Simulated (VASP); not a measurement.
# PbSe (x) (Fm-3m) in VASP: single point with PBEsol

Aim: the single point of PbSe (x) with PBEsol.

Everything below comes from runs of VASP 6.6.1. Logs are shortened: lines on timing, memory, paths and dates and some standing lists are left out, and cuts for length are marked.

## (1) The cell of the first run

It takes space group Fm-3m (No. 225, cubic). The conventional cell has a = 6.124 Å, b = 6.124 Å, c = 6.124 Å, α = 90.00°, β = 90.00°, γ = 90.00°. Pb (site symmetry m-3m) has 6 Se at 3.06 Å within 4.0 Å. Within 4.0 Å of Se (site symmetry m-3m) lie 6 Pb at 3.06 Å.

## (2) Single point, PBEsol

File INCAR:

```
SYSTEM = PbSe
PREC = Accurate
ENCUT = 520
EDIFF = 1E-7
ISMEAR = 0
SIGMA = 0.01
LREAL = .False.
LASPH = .True.
NELM = 60
ALGO = Normal
ISIF = 2
LWAVE = .False.
LCHARG = .False.
GGA = PS
NBANDS = 17
```

File KPOINTS:

```
Automatic mesh
0
Gamma
  8 8 8
  0 0 0
```

File POSCAR:

```
PbSe
1.0
    0.0000000000      3.0620000000      3.0620000000
    3.0620000000      0.0000000000      3.0620000000
    3.0620000000      3.0620000000      0.0000000000
Pb Se
1 1
Direct
    0.0000000000      0.0000000000      0.0000000000
    0.5000000000      0.5000000000      0.5000000000
```

Potentials or basis: VASP PAW PBE potentials, release 64 (Pb_d, Se).

Run with:

```
> cat potpaw_PBE.64/Pb_d/POTCAR potpaw_PBE.64/Se/POTCAR > POTCAR
> mpirun -np 1 vasp_std > vasp.out
```

OUTCAR:

```text
SYSTEM = PbSe
   PREC = Accurate
   ENCUT = 520
   EDIFF = 1E-7
   ISMEAR = 0
   LREAL = .False.
   LASPH = .True.
   NELM = 60
   ISIF = 2
   GGA = PS

 ion  position               nearest neighbor table
   1  0.000  0.000  0.000-   2 3.06   2 3.06   2 3.06   2 3.06   2 3.06   2 3.06
   2  0.500  0.500  0.500-   1 3.06   1 3.06   1 3.06   1 3.06   1 3.06   1 3.06

  LATTYP: Found a face centered cubic cell.
 ALAT       =     6.1240000000

  Lattice vectors:

 A1 = (   0.0000000000,   3.0620000000,   3.0620000000)
 A2 = (   3.0620000000,   0.0000000000,   3.0620000000)
 A3 = (   3.0620000000,   3.0620000000,   0.0000000000)

Analysis of symmetry for initial positions (statically):
=====================================================================
 Subroutine PRICEL returns:
 Original cell was already a primitive cell.

 Routine SETGRP: Setting up the symmetry group for a
 face centered cubic supercell.

 Subroutine GETGRP returns: Found 48 space group operations
 (whereof 48 operations were pure point group operations)
 out of a pool of 48 trial point group operations.

The static configuration has the point symmetry O_h .

Analysis of symmetry for dynamics (positions and initial velocities):
=====================================================================
 Subroutine PRICEL returns:
 Original cell was already a primitive cell.

 Routine SETGRP: Setting up the symmetry group for a
 face centered cubic supercell.

 Subroutine GETGRP returns: Found 48 space group operations
 (whereof 48 operations were pure point group operations)
 out of a pool of 48 trial point group operations.

The dynamic configuration has the point symmetry O_h .

 Subroutine INISYM returns: Found 48 space group operations
 (whereof 48 operations are pure point group operations),
 and found     1 'primitive' translations

----------------------------------------------------------------------------------------

                                     Primitive cell

  volume of cell :      57.4177

  direct lattice vectors                    reciprocal lattice vectors
     0.000000000  3.062000000  3.062000000    -0.163291966  0.163291966  0.163291966
     3.062000000  0.000000000  3.062000000     0.163291966 -0.163291966  0.163291966
     3.062000000  3.062000000  0.000000000     0.163291966  0.163291966 -0.163291966

  length of vectors
     4.330321928  4.330321928  4.330321928     0.282829982  0.282829982  0.282829982

  position of ions in fractional coordinates (direct lattice)
     0.000000000  0.000000000  0.000000000
     0.500000000  0.500000000  0.500000000

  ion indices of the primitive-cell ions
   primitive index   ion index
                 1           1
                 2           2

----------------------------------------------------------------------------------------

 KPOINTS: Automatic mesh

Automatic generation of k-mesh.
 Grid dimensions read from file:
 generate k-points for:    8    8    8

 Generating k-lattice:

  Cartesian coordinates                     Fractional coordinates (reciprocal lattice)
    -0.020411496  0.020411496  0.020411496     0.125000000  0.000000000  0.000000000
     0.020411496 -0.020411496  0.020411496     0.000000000  0.125000000  0.000000000
     0.020411496  0.020411496 -0.020411496     0.000000000  0.000000000  0.125000000

  Length of vectors
     0.035353748  0.035353748  0.035353748

  Shift w.r.t. Gamma in fractional coordinates (k-lattice)
     0.000000000  0.000000000  0.000000000

 Subroutine IBZKPT returns following result:
 ===========================================

 Found     29 irreducible k-points:

 Following reciprocal coordinates:
            Coordinates               Weight
  0.000000  0.000000  0.000000      1.000000
  0.125000  0.000000  0.000000      8.000000
  0.250000  0.000000  0.000000      8.000000
  0.375000  0.000000  0.000000      8.000000
  0.500000  0.000000  0.000000      4.000000
  0.125000  0.125000  0.000000      6.000000
[... 16 lines left out ...]
  0.500000  0.250000  0.125000     48.000000
 -0.375000  0.250000  0.125000     24.000000
 [... further k-points ...]
   k-points           NKPTS =     29   k-points in BZ     NKDIM =     29   number of bands    NBANDS=     17
   number of dos      NEDOS =    301   number of ions     NIONS =      2
   total plane-waves  NPLWV =  32768
   dimension x,y,z NGX =    32 NGY =   32 NGZ =   32
   dimension x,y,z NGXF=    64 NGYF=   64 NGZF=   64
   ions per type =               1   1
   NGX,Y,Z   is equivalent  to a cutoff of  12.29, 12.29, 12.29 a.u.
   NGXF,Y,Z  is equivalent  to a cutoff of  24.57, 24.57, 24.57 a.u.
 SYSTEM =  PbSe
   PREC   = accura    normal or accurate (medium, high low for compatibility)
   ISTART =      0    job   : 0-new  1-cont  2-samecut
   ICHARG =      2    charge: 1-file 2-atom 10-const
   ISPIN  =      1    spin polarized calculation?
   LNONCOLLINEAR =      F non collinear calculations
   LSORBIT =      F    spin-orbit coupling
   LASPH  =      T    aspherical Exc in radial PAW
   ENCUT  =  520.0 eV  38.22 Ry    6.18 a.u.   8.05  8.05  8.05*2*pi/ulx,y,z
   NELM   =     60;   NELMIN=  2; NELMDL= -5     # of ELM steps
   EDIFF  = 0.1E-06   stopping-criterion for ELM
   LREAL  =      F    real-space projection
   EDIFFG = 0.1E-05   stopping-criterion for IOM
   NSW    =      0    number of steps for IOM
   IBRION =     -1    ionic relax: 0-MD 1-quasi-New 2-CG
   NFREE  =      0    steps in history (QN), initial steepest desc. (CG)
   ISIF   =      2    stress and relaxation
   ISYM   =      2    0-nonsym 1-usesym 2-fastsym
   POTIM  = 0.5000    time-step for ionic-motion
   TEBEG  =    0.0;   TEEND  =   0.0 temperature during run
   PSTRESS=    0.0 pullay stress
   NELECT =      20.0000    total number of electrons
   NUPDOWN=      -1.0000    fix difference up-down
   EMIN   =  10.00;   EMAX   =-10.00  energy-range for DOS
   EFERMI =   0.00;   METHOD = LEGACY
   ISMEAR =     0;   SIGMA  =   0.01  broadening in eV -4-tet -1-fermi 0-gaus
   EFERMI_NEDOS =   21; number of points for ismear=-14 and -15
   IALGO  =     38    algorithm
   IMIX   =      4    mixing-type and parameters
     AMIX     =   0.40;   BMIX     =  1.00
     AMIX_MAG =   1.60;   BMIX_MAG =  1.00
  volume/ion in A,a.u.               =      28.71       193.74
  Fermi-wavevector in a.u.,A,eV,Ry     =   1.151869  2.176716 18.052230  1.326802
  Thomas-Fermi vector in A             =   2.288524
   LORBIT       =      0    0 simple, 1 ext, 2 COOP (PROOUT), +10 PAW based schemes
   GGA     = PS    functional components
   LHFCALC =     F    Hartree Fock is set to
   AEXX    =    0.0000 exact exchange contribution
   IVDW    =     0    specifies the selected vdW correction
   LEPSILON=     F    determine dielectric tensor
   LRPA    =     F    only Hartree local field effects (RPA)
 non-spin polarized calculation
 Gauss-broadening in eV      SIGMA  =   0.01
  energy-cutoff  :      520.00
  volume of cell :       57.42
 maximum number of plane-waves:      1572
   NGX = 17   NGY = 17   NGZ = 17

 number of electron      20.0000000 magnetization

 Free energy of the ion-electron system (eV)
  ---------------------------------------------------
  ext. energy  EPLUGINS =         0.00000000
  ---------------------------------------------------
  free energy    TOTEN  =        -8.91674178 eV

  energy without entropy =       -8.91674178  energy(sigma->0) =       -8.91674178

 E-fermi :   4.9694     XC(G=0):  -9.7131

 val. band max:        4.8922582495   @ k =   0.5000   0.0000   0.0000
 cond. band min:       5.0995449309   @ k =   0.5000   0.0000   0.0000
 fundamental gap:      0.2072866815
 Fermi energy:         4.9693526567

 k-point     1 :       0.0000    0.0000    0.0000
  band No.  band energies     occupation
      1     -11.8492      2.00000
      2     -11.8492      2.00000
      3     -11.8492      2.00000
      4     -11.8475      2.00000
      5     -11.8475      2.00000
      6      -8.7011      2.00000
[... 9 lines left out ...]
     16      11.3454      0.00000
     17      12.9005      0.00000

 k-point     2 :       0.1250    0.0000    0.0000
  band No.  band energies     occupation
      1     -11.8515      2.00000
      2     -11.8515      2.00000
      3     -11.8487      2.00000
      4     -11.8440      2.00000
      5     -11.8440      2.00000
      6      -8.5821      2.00000
[... 9 lines left out ...]
     16      11.6904      0.00000
     17      14.0456      0.00000

 k-point     3 :       0.2500    0.0000    0.0000
  band No.  band energies     occupation
      1     -11.8602      2.00000
      2     -11.8602      2.00000
      3     -11.8475      2.00000
      4     -11.8322      2.00000
      5     -11.8322      2.00000
      6      -8.2553      2.00000
[... 9 lines left out ...]
     16      12.5585      0.00000
     17      15.9667      0.00000

 k-point     4 :       0.3750    0.0000    0.0000
  band No.  band energies     occupation
      1     -11.8690      2.00000
      2     -11.8690      2.00000
      3     -11.8467      2.00000
      4     -11.8203      2.00000
      5     -11.8203      2.00000
      6      -7.8418      2.00000
[... 9 lines left out ...]
     16      13.8605      0.00000
     17      16.2550      0.00000
[... 343 lines left out ...]
      1     -11.8882      2.00000
      2     -11.8518      2.00000
      3     -11.8505      2.00000
      4     -11.8276      2.00000
      5     -11.8235      2.00000
      6      -7.9752      2.00000
[... 9 lines left out ...]
     16      14.3277      0.00000
     17      14.8802      0.00000

 k-point    23 :       0.5000    0.2500    0.1250
  band No.  band energies     occupation
      1     -11.9011      2.00000
      2     -11.8566      2.00000
      3     -11.8451      2.00000
      4     -11.8247      2.00000
      5     -11.8168      2.00000
      6      -7.6108      2.00000
[... 9 lines left out ...]
     16      14.7695      0.00000
     17      15.8808      0.00000

 k-point    24 :      -0.3750    0.2500    0.1250
  band No.  band energies     occupation
      1     -11.9058      2.00000
      2     -11.8598      2.00000
      3     -11.8385      2.00000
      4     -11.8283      2.00000
      5     -11.8130      2.00000
      6      -7.4319      2.00000
[... 9 lines left out ...]
     16      15.6958      0.00000
     17      15.7292      0.00000

 [... further k-points ...]
[... 5 lines left out ...]
  --------------------------------------------------------------------------------------
  -------------------------------------------------------------------------------------
  Total       -0.1996351     -0.1996351     -0.1996351      0.0000000      0.0000000      0.0000000
  in kB       -5.5705986     -5.5705986     -5.5705986      0.0000000      0.0000000      0.0000000
  external PRESSURE =      -5.5705986 kB  Pullay stress =       0.0000000 kB

 VOLUME and BASIS-vectors are now :
 -----------------------------------------------------------------------------
  energy-cutoff  :      520.00
  volume of cell :       57.42
      direct lattice vectors                 reciprocal lattice vectors
     0.000000000  3.062000000  3.062000000    -0.163291966  0.163291966  0.163291966
     3.062000000  0.000000000  3.062000000     0.163291966 -0.163291966  0.163291966
     3.062000000  3.062000000  0.000000000     0.163291966  0.163291966 -0.163291966

 POSITION                                       TOTAL-FORCE (eV/Angst)
 -----------------------------------------------------------------------------------
      0.00000      0.00000      0.00000         0.000000      0.000000     -0.000000
      3.06200      3.06200      3.06200        -0.000000     -0.000000      0.000000
 -----------------------------------------------------------------------------------
    total drift:                                0.000000     -0.000000     -0.000000

  FREE ENERGIE OF THE ION-ELECTRON SYSTEM (eV)
  ---------------------------------------------------
  free  energy   TOTEN  =        -8.9167417803 eV

  energy  without entropy=       -8.9167417803  energy(sigma->0) =       -8.91674178
```

Wall time 42 s (1 thread of AMD EPYC 7R13, shared host); peak memory 0.16 GiB.

Results:

```
Free energy            : -8.9167 eV
Pressure               : -0.6 GPa
Band gap on the k mesh : 0.21 eV, direct
```

Caveat: the PAW data sets were made with another functional, which shifts forces and pressure a little; spin-orbit coupling is left out, which moves the levels of the heavy elements. A k mesh can miss the band edges.
